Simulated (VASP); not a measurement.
Here is a VASP 6.6.1 calculation.

File INCAR:

```
SYSTEM = Sc5Mo
PREC     = Accurate       ! precision mode
ENCUT    = 520            ! plane-wave cutoff, eV
EDIFF    = 1E-6           ! SCF threshold, eV
ISMEAR   = 0              ! smearing method
SIGMA    = 0.1            ! smearing width, eV
LREAL    = .FALSE.        ! projectors in reciprocal space
LASPH    = .TRUE.         ! aspherical terms in the spheres
NELM     = 80             ! most SCF steps
ALGO     = Fast           ! electronic algorithm
ISIF     = 2              ! what is computed and relaxed
LWAVE    = .FALSE.        ! write WAVECAR
LCHARG   = .FALSE.        ! write CHGCAR
GGA      = PE             ! functional
NBANDS   = 44             ! bands
```

KPOINTS

```
regular mesh
0
G
  4 4 4
  0 0 0
```

File POSCAR:

```
Sc5Mo
1.0
    5.8663633900      0.0000000000      0.0000000000
    0.0000000000      5.8663633900      0.0000000000
    0.0000000000      0.0000000000      3.8199645800
Sc Mo
5 1
Direct
    0.7662220800      0.7662220800      0.0000000000
    0.2337779200      0.2337779200      0.0000000000
    0.2337779200      0.7662220800      0.0000000000
    0.7662220800      0.2337779200      0.0000000000
    0.0000000000      0.0000000000      0.5000000000
    0.0000000000      0.0000000000      0.0000000000
```

Potentials or basis: VASP PAW PBE potentials, release 64 (Sc_sv, Mo_sv).

Command:

```console
$ cat potpaw_PBE.64/Sc_sv/POTCAR potpaw_PBE.64/Mo_sv/POTCAR > POTCAR
$ mpirun -np 1 vasp_std > vasp.out
```

Predict the pressure.

71.0 GPa.

What does it give for the largest force?

14.996 eV/Å.

Estimate the band gap on the k mesh.

zero (an odd number of electrons rules out a gap without spin polarisation).

Stress tensor (GPa, compression positive):
```
71.31  0.00  0.00
 0.00 71.31  0.00
 0.00  0.00 70.50
```

Caveat: the k points lie up to 0.41 Å⁻¹ apart, too coarse for converged energies and pressures of a metal; atoms lie so close that the PAW spheres overlap strongly, which falsifies energies and pressures; forces of over 1 eV/Å act on the atoms, so gaps and moduli don't describe the material at rest.
